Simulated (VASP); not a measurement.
# AlPt (P2_13) in VASP: notebook

The runs below take AlPt through single point, relaxation of cell and atoms, relaxation of the atoms, with PBEsol.

Everything below comes from runs of VASP 6.6.1. Logs are shortened: lines on timing, memory, paths and dates and some standing lists are left out, and cuts for length are marked.

## (1) The cell of the first run

It takes space group P2_13 (No. 198, cubic). The conventional cell has a = 4.869 Å, b = 4.869 Å, c = 4.869 Å, α = 90.00°, β = 90.00°, γ = 90.00°. Al (site symmetry 3) has 7 Pt at 2.60 to 2.61 Å and 6 Al at 3.01 Å within 3.4 Å. Pt (site symmetry 3) has 7 Al at 2.60 to 2.61 Å and 6 Pt at 3.01 Å within 3.4 Å.

## (2) Single point, PBEsol

Input file INCAR:

```
SYSTEM = AlPt
ALGO = Fast
EDIFF = 1E-6
ENCUT = 520
GGA = PS
ISIF = 2
ISMEAR = 0
LASPH = .TRUE.
LCHARG = .FALSE.
LREAL = .FALSE.
LWAVE = .FALSE.
NBANDS = 36
NELM = 100
PREC = Accurate
SIGMA = 0.1
```

Input file KPOINTS:

```
k-points
0
G
  8 8 8
  0 0 0
```

Input file POSCAR:

```
AlPt
1.0
    4.8685044081      0.0000000000      0.0000000000
    0.0000000000      4.8685044081      0.0000000000
    0.0000000000      0.0000000000      4.8685044081
Al Pt
4 4
Direct
    0.8441717374      0.8441717374      0.8441717374
    0.6558282626      0.1558282626      0.3441717374
    0.3441717374      0.6558282626      0.1558282626
    0.1558282626      0.3441717374      0.6558282626
    0.1539828110      0.1539828110      0.1539828110
    0.3460171890      0.8460171890      0.6539828110
    0.6539828110      0.3460171890      0.8460171890
    0.8460171890      0.6539828110      0.3460171890
```

Potentials or basis: VASP PAW PBE potentials, release 64 (Al, Pt).

The run is started by

```sh
$ cat potpaw_PBE.64/Al/POTCAR potpaw_PBE.64/Pt/POTCAR > POTCAR
$ mpirun -np 1 vasp_std > vasp.out
```

OUTCAR:

```text
SYSTEM = AlPt
   EDIFF = 1E-6
   ENCUT = 520
   GGA = PS
   ISIF = 2
   ISMEAR = 0
   LASPH = .TRUE.
   LREAL = .FALSE.
   NELM = 100
   PREC = Accurate

 ion  position               nearest neighbor table
   1  0.844  0.844  0.844-   6 2.60   7 2.60   8 2.60   5 2.61   7 2.61   8 2.61   6 2.61   3 3.01
                             4 3.01   2 3.01   2 3.01   4 3.01   3 3.01
   2  0.656  0.156  0.344-   5 2.60   7 2.60   8 2.60   6 2.61   7 2.61   8 2.61   5 2.61   1 3.01
                             1 3.01   3 3.01   3 3.01   4 3.01   4 3.01
   3  0.344  0.656  0.156-   5 2.60   6 2.60   8 2.60   7 2.61   8 2.61   6 2.61   5 2.61   1 3.01
                             4 3.01   2 3.01   2 3.01   4 3.01   1 3.01
   4  0.156  0.344  0.656-   5 2.60   6 2.60   7 2.60   8 2.61   6 2.61   5 2.61   7 2.61   1 3.01
                             3 3.01   2 3.01   1 3.01   2 3.01   3 3.01
   5  0.154  0.154  0.154-   2 2.60   3 2.60   4 2.60   1 2.61   3 2.61   4 2.61   2 2.61   6 3.01
                             7 3.01   8 3.01   6 3.01   8 3.01   7 3.01
   6  0.346  0.846  0.654-   1 2.60   3 2.60   4 2.60   2 2.61   3 2.61   4 2.61   1 2.61   8 3.01
                             5 3.01   5 3.01   7 3.01   7 3.01   8 3.01
   7  0.654  0.346  0.846-   1 2.60   2 2.60   4 2.60   3 2.61   4 2.61   2 2.61   1 2.61   8 3.01
                             5 3.01   8 3.01   6 3.01   6 3.01   5 3.01
   8  0.846  0.654  0.346-   1 2.60   2 2.60   3 2.60   4 2.61   2 2.61   1 2.61   3 2.61   7 3.01
                             5 3.01   7 3.01   5 3.01   6 3.01   6 3.01

  LATTYP: Found a simple cubic cell.
 ALAT       =     4.8685044081

  Lattice vectors:

 A1 = (   4.8685044081,   0.0000000000,   0.0000000000)
 A2 = (   0.0000000000,   4.8685044081,   0.0000000000)
 A3 = (   0.0000000000,   0.0000000000,   4.8685044081)

Analysis of symmetry for initial positions (statically):
=====================================================================
 Subroutine PRICEL returns:
 Original cell was already a primitive cell.

 Routine SETGRP: Setting up the symmetry group for a
 simple cubic supercell.

 Subroutine GETGRP returns: Found 12 space group operations
 (whereof  3 operations were pure point group operations)
 out of a pool of 48 trial point group operations.

The static configuration has the point symmetry C_3 .
 The point group associated with its full space group is T   .

Analysis of symmetry for dynamics (positions and initial velocities):
=====================================================================
 Subroutine PRICEL returns:
 Original cell was already a primitive cell.

 Routine SETGRP: Setting up the symmetry group for a
 simple cubic supercell.

 Subroutine GETGRP returns: Found 12 space group operations
 (whereof  3 operations were pure point group operations)
 out of a pool of 48 trial point group operations.
[... 121 lines left out ...]
   ISYM   =      2    0-nonsym 1-usesym 2-fastsym
   POTIM  = 0.5000    time-step for ionic-motion
   TEBEG  =    0.0;   TEEND  =   0.0 temperature during run
   PSTRESS=    0.0 pullay stress
   NELECT =      52.0000    total number of electrons
   NUPDOWN=      -1.0000    fix difference up-down
   EMIN   =  10.00;   EMAX   =-10.00  energy-range for DOS
   EFERMI =   0.00;   METHOD = LEGACY
   ISMEAR =     0;   SIGMA  =   0.10  broadening in eV -4-tet -1-fermi 0-gaus
   EFERMI_NEDOS =   21; number of points for ismear=-14 and -15
   IALGO  =     68    algorithm
   IMIX   =      4    mixing-type and parameters
     AMIX     =   0.40;   BMIX     =  1.00
     AMIX_MAG =   1.60;   BMIX_MAG =  1.00
  volume/ion in A,a.u.               =      14.42        97.34
  Fermi-wavevector in a.u.,A,eV,Ry     =   1.255106  2.371806 21.433133  1.575291
  Thomas-Fermi vector in A             =   2.388879
   LORBIT       =      0    0 simple, 1 ext, 2 COOP (PROOUT), +10 PAW based schemes
   GGA     = PS    functional components
   LHFCALC =     F    Hartree Fock is set to
   AEXX    =    0.0000 exact exchange contribution
   IVDW    =     0    specifies the selected vdW correction
   LEPSILON=     F    determine dielectric tensor
   LRPA    =     F    only Hartree local field effects (RPA)
 non-spin polarized calculation
 RMM-DIIS sequential band-by-band and
 Gauss-broadening in eV      SIGMA  =   0.10
  energy-cutoff  :      520.00
  volume of cell :      115.39
 maximum number of plane-waves:      3136
   NGX = 19   NGY = 19   NGZ = 19

 number of electron      51.9999991 magnetization

 Free energy of the ion-electron system (eV)
  ---------------------------------------------------
  ext. energy  EPLUGINS =         0.00000000
  ---------------------------------------------------
  free energy    TOTEN  =       -52.65168462 eV

  energy without entropy =      -52.64324211  energy(sigma->0) =      -52.64746336

 E-fermi :  10.4712     XC(G=0): -12.3023

 val. band max:       10.4531399807   @ k =   0.3750   0.3750   0.0000
 cond. band min:      10.4856469475   @ k =   0.5000   0.3750   0.3750
 fundamental gap:      0.0325069669
 Fermi energy:        10.4712160639

 k-point     1 :       0.0000    0.0000    0.0000
  band No.  band energies     occupation
      1      -0.7942      2.00000
      2       3.5420      2.00000
      3       3.5420      2.00000
      4       3.5420      2.00000
      5       4.9886      2.00000
      6       4.9886      2.00000
[... 925 lines left out ...]
     35      16.1557      0.00000
     36      17.2949      0.00000

 [... further k-points ...]
[... 5 lines left out ...]
  --------------------------------------------------------------------------------------
  -------------------------------------------------------------------------------------
  Total       -0.0781089     -0.0781089     -0.0781089     -0.0000000     -0.0000000      0.0000000
  in kB       -1.0844866     -1.0844866     -1.0844866     -0.0000000     -0.0000000      0.0000000
  external PRESSURE =      -1.0844866 kB  Pullay stress =       0.0000000 kB

 VOLUME and BASIS-vectors are now :
 -----------------------------------------------------------------------------
  energy-cutoff  :      520.00
  volume of cell :      115.39
      direct lattice vectors                 reciprocal lattice vectors
     4.868504408  0.000000000  0.000000000     0.205401889  0.000000000  0.000000000
     0.000000000  4.868504408  0.000000000     0.000000000  0.205401889  0.000000000
     0.000000000  0.000000000  4.868504408     0.000000000  0.000000000  0.205401889

 POSITION                                       TOTAL-FORCE (eV/Angst)
 -----------------------------------------------------------------------------------
      4.10985      4.10985      4.10985         0.000206      0.000206      0.000206
      3.19290      0.75865      1.67560        -0.000206     -0.000206      0.000206
      1.67560      3.19290      0.75865         0.000206     -0.000206     -0.000206
      0.75865      1.67560      3.19290        -0.000206      0.000206     -0.000206
      0.74967      0.74967      0.74967         0.004044      0.004044      0.004044
      1.68459      4.11884      3.18392        -0.004044     -0.004044      0.004044
      3.18392      1.68459      4.11884         0.004044     -0.004044     -0.004044
      4.11884      3.18392      1.68459        -0.004044      0.004044     -0.004044
 -----------------------------------------------------------------------------------
    total drift:                                0.000000      0.000000      0.000000

  FREE ENERGIE OF THE ION-ELECTRON SYSTEM (eV)
  ---------------------------------------------------
  free  energy   TOTEN  =       -52.6516846153 eV

  energy  without entropy=      -52.6432421055  energy(sigma->0) =      -52.64746336
```

OSZICAR:

```text
N       E                     dE             d eps       ncg     rms          rms(c)
DAV:   1     0.237044686639E+03    0.23704E+03   -0.23937E+04  3240   0.132E+03
DAV:   2    -0.437826817757E+02   -0.28083E+03   -0.26452E+03  3532   0.259E+02
DAV:   3    -0.554193534898E+02   -0.11637E+02   -0.11415E+02  3984   0.468E+01
DAV:   4    -0.555560465123E+02   -0.13669E+00   -0.13647E+00  3716   0.540E+00
DAV:   5    -0.555574144633E+02   -0.13680E-02   -0.13679E-02  3736   0.602E-01    0.218E+01
RMM:   6    -0.529088277981E+02    0.26486E+01   -0.10469E+01  3240   0.150E+01    0.718E+00
RMM:   7    -0.527276162971E+02    0.18121E+00   -0.57053E-01  3332   0.328E+00    0.385E+00
RMM:   8    -0.526507931817E+02    0.76823E-01   -0.12677E-01  3409   0.154E+00    0.587E-01
RMM:   9    -0.526515837402E+02   -0.79056E-03   -0.19132E-02  3648   0.542E-01    0.305E-01
RMM:  10    -0.526516310349E+02   -0.47295E-04   -0.23753E-03  3716   0.217E-01    0.368E-02
RMM:  11    -0.526516740956E+02   -0.43061E-04   -0.57919E-04  3749   0.999E-02    0.282E-02
RMM:  12    -0.526516824653E+02   -0.83697E-05   -0.11239E-04  3711   0.457E-02    0.741E-03
RMM:  13    -0.526516842359E+02   -0.17706E-05   -0.33990E-05  3708   0.250E-02    0.743E-03
RMM:  14    -0.526516846153E+02   -0.37936E-06   -0.78011E-06  3101   0.130E-02
   1 F= -.52651685E+02 E0= -.52647463E+02  d E =-.844251E-02
```

Wall time 2.3 min (1 thread of Intel Xeon 6975P-C (Granite Rapids), shared host); peak memory 0.29 GiB.

Results:

```
Free energy            : -52.6517 eV
Pressure               : -0.1 GPa
Largest force          : 0.007 eV/Å
Band gap on the k mesh : zero (band 26 reaches 10.83 eV, above the bottom of band 27 at 9.68 eV)
```

Forces on the atoms (eV/Å):
```
Al   0.000  0.000  0.000
Al   0.000  0.000  0.000
Al   0.000  0.000  0.000
Al   0.000  0.000  0.000
Pt   0.004  0.004  0.004
Pt  -0.004 -0.004  0.004
Pt   0.004 -0.004 -0.004
Pt  -0.004  0.004 -0.004
```

Caveat: the PAW data sets were made with another functional, which shifts forces and pressure a little; spin-orbit coupling is left out, which moves the levels of the heavy elements.

(Continued in part 2 of 2.)
